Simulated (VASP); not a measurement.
# Se (R-3m) in VASP: notebook

Se is run at these levels: PBE; tasks: single point.

Program: VASP 6.6.1. These are calculated values, not measurements. Logs are shortened: lines on timing, memory, paths and dates and some standing lists are left out, and cuts for length are marked.

### Step 1. The cell of the first run

The typed cell holds 1 atom: a = 2.858 Å, b = 2.858 Å, c = 2.858 Å, α = 90.10°, β = 90.10°, γ = 90.10°.

This isn't the form of Se at room conditions, which is trigonal, of chains.

### Step 2. Single point, PBE (23.33 Å³/atom)

INCAR

```
ALGO = Normal
EDIFF = 1E-6
ENCUT = 520
GGA = PE
ISIF = 2
ISMEAR = 0
LASPH = True
LCHARG = False
LREAL = False
LWAVE = False
NBANDS = 9
NELM = 60
PREC = Accurate
SIGMA = 0.1
```

KPOINTS

```
k-points
0
Gamma
  15 15 15
```

POSCAR

```
Se
1.0
    2.0223075608      1.1675798146      1.6469884813
   -2.0223075608      1.1675798146      1.6469884813
    0.0000000000     -2.3351596292      1.6469884813
Se
1
Direct
    0.0000000000      0.0000000000      0.0000000000
```

Potentials or basis: VASP PAW PBE potentials, release 64 (Se).

Launch:

```sh
> cat potpaw_PBE.64/Se/POTCAR > POTCAR
> mpirun -np 1 vasp_std > vasp.out
```

OUTCAR:

```text
EDIFF = 1E-6
   ENCUT = 520
   GGA = PE
   ISIF = 2
   ISMEAR = 0
   LASPH = True
   LREAL = False
   NELM = 60
   PREC = Accurate

 ion  position               nearest neighbor table
   1  0.000  0.000  0.000-

  LATTYP: Found a trigonal (rhomboedric) cell.
 ALAT       =     2.8575411723
 COS(alpha) =    -0.0017040131

  Lattice vectors:

 A1 = (   2.0223075608,   1.1675798146,   1.6469884813)
 A2 = (  -2.0223075608,   1.1675798146,   1.6469884813)
 A3 = (   0.0000000000,  -2.3351596292,   1.6469884813)

Analysis of symmetry for initial positions (statically):
=====================================================================
 Subroutine PRICEL returns:
 Original cell was already a primitive cell.

 Routine SETGRP: Setting up the symmetry group for a
 trigonal (rhombohedral) supercell.

 Subroutine GETGRP returns: Found 12 space group operations
 (whereof 12 operations were pure point group operations)
 out of a pool of 12 trial point group operations.

The static configuration has the point symmetry D_3d.

Analysis of symmetry for dynamics (positions and initial velocities):
=====================================================================
 Subroutine PRICEL returns:
 Original cell was already a primitive cell.

 Routine SETGRP: Setting up the symmetry group for a
 trigonal (rhombohedral) supercell.

 Subroutine GETGRP returns: Found 12 space group operations
 (whereof 12 operations were pure point group operations)
 out of a pool of 12 trial point group operations.

The dynamic configuration has the point symmetry D_3d.

 Subroutine INISYM returns: Found 12 space group operations
 (whereof 12 operations are pure point group operations),
 and found     1 'primitive' translations

----------------------------------------------------------------------------------------

                                     Primitive cell

  volume of cell :      23.3333

  direct lattice vectors                    reciprocal lattice vectors
     2.022307561  1.167579815  1.646988481     0.247242314  0.142745416  0.202389596
    -2.022307561  1.167579815  1.646988481    -0.247242314  0.142745416  0.202389596
     0.000000000 -2.335159629  1.646988481     0.000000000 -0.285490833  0.202389596

  length of vectors
     2.857541172  2.857541172  2.857541172     0.349952231  0.349952231  0.349952231

  position of ions in fractional coordinates (direct lattice)
     0.000000000  0.000000000  0.000000000

  ion indices of the primitive-cell ions
   primitive index   ion index
                 1           1

----------------------------------------------------------------------------------------

 KPOINTS: k-points

Automatic generation of k-mesh.
 Grid dimensions read from file:
 generate k-points for:   15   15   15

 Generating k-lattice:

  Cartesian coordinates                     Fractional coordinates (reciprocal lattice)
     0.016482821  0.009516361  0.013492640     0.066666667  0.000000000  0.000000000
    -0.016482821  0.009516361  0.013492640     0.000000000  0.066666667  0.000000000
     0.000000000 -0.019032722  0.013492640     0.000000000  0.000000000  0.066666667

  Length of vectors
     0.023330149  0.023330149  0.023330149

  Shift w.r.t. Gamma in fractional coordinates (k-lattice)
     0.000000000  0.000000000  0.000000000

 Subroutine IBZKPT returns following result:
 ===========================================

 Found    344 irreducible k-points:

 Following reciprocal coordinates:
            Coordinates               Weight
  0.000000  0.000000  0.000000      1.000000
  0.066667  0.000000  0.000000      6.000000
  0.133333  0.000000  0.000000      6.000000
  0.200000  0.000000  0.000000      6.000000
  0.266667  0.000000  0.000000      6.000000
  0.333333  0.000000 -0.000000      6.000000
[... 16 lines left out ...]
  0.133333  0.133333  0.000000      6.000000
  0.200000  0.133333 -0.000000     12.000000
 [... further k-points ...]
   k-points           NKPTS =    344   k-points in BZ     NKDIM =    344   number of bands    NBANDS=      9
   number of dos      NEDOS =    301   number of ions     NIONS =      1
   total plane-waves  NPLWV =  13824
   dimension x,y,z NGX =    24 NGY =   24 NGZ =   24
   dimension x,y,z NGXF=    48 NGYF=   48 NGZF=   48
   ions per type =               1
   NGX,Y,Z   is equivalent  to a cutoff of  13.96, 13.96, 13.96 a.u.
   NGXF,Y,Z  is equivalent  to a cutoff of  27.93, 27.93, 27.93 a.u.
 SYSTEM =  unknown system
   PREC   = accura    normal or accurate (medium, high low for compatibility)
   ISTART =      0    job   : 0-new  1-cont  2-samecut
   ICHARG =      2    charge: 1-file 2-atom 10-const
   ISPIN  =      1    spin polarized calculation?
   LNONCOLLINEAR =      F non collinear calculations
   LSORBIT =      F    spin-orbit coupling
   LASPH  =      T    aspherical Exc in radial PAW
   ENCUT  =  520.0 eV  38.22 Ry    6.18 a.u.   5.31  5.31  5.31*2*pi/ulx,y,z
   NELM   =     60;   NELMIN=  2; NELMDL= -5     # of ELM steps
   EDIFF  = 0.1E-05   stopping-criterion for ELM
   LREAL  =      F    real-space projection
   EDIFFG = 0.1E-04   stopping-criterion for IOM
   NSW    =      0    number of steps for IOM
   IBRION =     -1    ionic relax: 0-MD 1-quasi-New 2-CG
   NFREE  =      0    steps in history (QN), initial steepest desc. (CG)
   ISIF   =      2    stress and relaxation
   ISYM   =      2    0-nonsym 1-usesym 2-fastsym
   POTIM  = 0.5000    time-step for ionic-motion
   TEBEG  =    0.0;   TEEND  =   0.0 temperature during run
   PSTRESS=    0.0 pullay stress
   NELECT =       6.0000    total number of electrons
   NUPDOWN=      -1.0000    fix difference up-down
   EMIN   =  10.00;   EMAX   =-10.00  energy-range for DOS
   EFERMI =   0.00;   METHOD = LEGACY
   ISMEAR =     0;   SIGMA  =   0.10  broadening in eV -4-tet -1-fermi 0-gaus
   EFERMI_NEDOS =   21; number of points for ismear=-14 and -15
   IALGO  =     38    algorithm
   IMIX   =      4    mixing-type and parameters
     AMIX     =   0.40;   BMIX     =  1.00
     AMIX_MAG =   1.60;   BMIX_MAG =  1.00
  volume/ion in A,a.u.               =      23.33       157.46
  Fermi-wavevector in a.u.,A,eV,Ry     =   1.041038  1.967277 14.745461  1.083761
  Thomas-Fermi vector in A             =   2.175641
   LORBIT       =      0    0 simple, 1 ext, 2 COOP (PROOUT), +10 PAW based schemes
   GGA     = PE    functional components
   LHFCALC =     F    Hartree Fock is set to
   AEXX    =    0.0000 exact exchange contribution
   IVDW    =     0    specifies the selected vdW correction
   LEPSILON=     F    determine dielectric tensor
   LRPA    =     F    only Hartree local field effects (RPA)
 non-spin polarized calculation
 Gauss-broadening in eV      SIGMA  =   0.10
  energy-cutoff  :      520.00
  volume of cell :       23.33
 maximum number of plane-waves:       648
 NGX is ok and might be reduce to    24
   NGX = 11   NGY = 11   NGZ = 11

 number of electron       5.9999999 magnetization

 Free energy of the ion-electron system (eV)
  ---------------------------------------------------
  ext. energy  EPLUGINS =         0.00000000
  ---------------------------------------------------
  free energy    TOTEN  =        -3.33054226 eV

  energy without entropy =       -3.32790226  energy(sigma->0) =       -3.32922226

 E-fermi :   4.2889     XC(G=0):  -9.7757

 val. band max:        4.2806793654   @ k =  -0.3333  -0.3333   0.2000
 cond. band min:       4.3390052799   @ k =   0.2667   0.1333   0.0000
 fundamental gap:      0.0583259145
 Fermi energy:         4.2888896260

 k-point     1 :       0.0000    0.0000    0.0000
  band No.  band energies     occupation
      1     -11.4459      2.00000
      2       5.6475      0.00000
      3       5.6602      0.00000
      4       5.6602      0.00000
      5      12.0099      0.00000
      6      12.1391      0.00000
      7      12.1391      0.00000
      8      26.1679      0.00000
      9      26.1783      0.00000

 k-point     2 :       0.0667    0.0000    0.0000
  band No.  band energies     occupation
      1     -11.3855      2.00000
      2       4.9951      0.00000
      3       5.6991      0.00000
      4       5.7076      0.00000
      5      12.1200      0.00000
      6      12.2014      0.00000
      7      12.8955      0.00000
      8      24.9674      0.00000
      9      24.9719      0.00000

 k-point     3 :       0.1333    0.0000    0.0000
  band No.  band energies     occupation
      1     -11.2075      2.00000
      2       3.5770      2.00000
      3       5.8367      0.00000
      4       5.8451      0.00000
      5      12.3447      0.00000
      6      12.3854      0.00000
      7      14.6838      0.00000
      8      23.2604      0.00000
      9      23.2663      0.00000

 k-point     4 :       0.2000    0.0000    0.0000
  band No.  band energies     occupation
      1     -10.9231      2.00000
      2       2.0045      2.00000
      3       6.0506      0.00000
      4       6.0591      0.00000
      5      12.6816      0.00000
      6      12.7135      0.00000
      7      16.7606      0.00000
      8      21.6505      0.00000
      9      21.6574      0.00000
[... 205 lines left out ...]
 k-point    22 :      -0.0667    0.0667    0.0000
  band No.  band energies     occupation
      1     -11.3252      2.00000
      2       5.0409      0.00000
      3       5.0524      0.00000
      4       5.7505      0.00000
      5      12.2250      0.00000
      6      12.8892      0.00000
      7      13.0172      0.00000
      8      23.8583      0.00000
      9      24.7339      0.00000

 k-point    23 :       0.1333    0.1333    0.0000
  band No.  band energies     occupation
      1     -10.9688      2.00000
      2       3.7800      2.00000
      3       3.7868      2.00000
      4       6.0247      0.00000
      5      12.6300      0.00000
      6      14.6741      0.00000
      7      15.0795      0.00000
      8      20.6862      0.00000
      9      23.0508      0.00000

 k-point    24 :       0.2000    0.1333   -0.0000
  band No.  band energies     occupation
      1     -10.6845      2.00000
      2       2.2201      2.00000
      3       4.0285      1.99977
      4       6.2370      0.00000
      5      12.9515      0.00000
      6      14.9853      0.00000
      7      16.7850      0.00000
      8      19.4999      0.00000
      9      21.8056      0.00000

 [... further k-points ...]

------------------------ aborting loop because EDIFF is reached ----------------------------------------

  FORCE on cell =-STRESS in cart. coord.  units (eV):
  Direction    XX          YY          ZZ          XY          YZ          ZX
  --------------------------------------------------------------------------------------
  -------------------------------------------------------------------------------------
  Total       -0.2840412     -0.2840412     -0.2791893      0.0000000      0.0000000      0.0000000
  in kB      -19.5036661    -19.5036661    -19.1705154      0.0000000      0.0000000      0.0000000
  external PRESSURE =     -19.3926159 kB  Pullay stress =       0.0000000 kB

 VOLUME and BASIS-vectors are now :
 -----------------------------------------------------------------------------
  energy-cutoff  :      520.00
  volume of cell :       23.33
      direct lattice vectors                 reciprocal lattice vectors
     2.022307561  1.167579815  1.646988481     0.247242314  0.142745416  0.202389596
    -2.022307561  1.167579815  1.646988481    -0.247242314  0.142745416  0.202389596
     0.000000000 -2.335159629  1.646988481     0.000000000 -0.285490833  0.202389596

 POSITION                                       TOTAL-FORCE (eV/Angst)
 -----------------------------------------------------------------------------------
      0.00000      0.00000      0.00000         0.000000      0.000000     -0.000000
 -----------------------------------------------------------------------------------
    total drift:                                0.000000      0.000000      0.000000

  FREE ENERGIE OF THE ION-ELECTRON SYSTEM (eV)
  ---------------------------------------------------
  free  energy   TOTEN  =        -3.3305422606 eV

  energy  without entropy=       -3.3279022559  energy(sigma->0) =       -3.32922226
```

Wall time 65 s (1 thread of AMD EPYC 7R13, shared host); peak memory 0.16 GiB.

Results:

| Item | Value |
| --- | --- |
| Free energy | -3.3305 eV |
| Pressure | -1.9 GPa |
| Band gap on the k mesh | zero (bands 3 and 4 overlap by 5.81 eV) |

### Step 3. Single point, PBE (24.92 Å³/atom)

This run uses another cell than the first one, of 24.92 Å³/atom.

INCAR

```
PREC = Accurate ; ENCUT = 520
EDIFF = 1E-7 ; ISMEAR = 0
SIGMA = 0.1 ; LREAL = False
LASPH = True ; NELM = 80
ALGO = Normal ; ISIF = 2
LWAVE = False ; LCHARG = False
GGA = PE ; NBANDS = 9
```

KPOINTS

```
regular mesh
0
Gamma
  15 15 15
```

POSCAR

```
Se
1.0
    2.0671200164      1.1934522979      1.6834842150
   -2.0671200164      1.1934522979      1.6834842150
    0.0000000000     -2.3869045958      1.6834842150
Se
1
Direct
    0.0000000000      0.0000000000      0.0000000000
```

Potentials or basis: VASP PAW PBE potentials, release 64 (Se).

Launch:

```sh
> cat potpaw_PBE.64/Se/POTCAR > POTCAR
> mpirun -np 1 vasp_std > vasp.out
```

It took 73 s on 1 thread of AMD EPYC 7R13, shared host; peak memory 0.17 GiB.

The run converged. Its results:

```yaml
Free_energy: -3.2931 eV
Pressure: -5.4 GPa
Band_gap_on_the_k_mesh: zero (bands 3 and 4 overlap by 5.32 eV)
```

Levels at points of the mesh, in eV from the Fermi level:
```
           k point  band 1  band 2  band 3  band 4  band 5  band 6  band 7  band 8
(0.00, 0.00, 0.00)  -15.20    1.26    1.28    1.28    7.40    7.96    7.96   21.26
```

Caveat: the cell stands under tension.
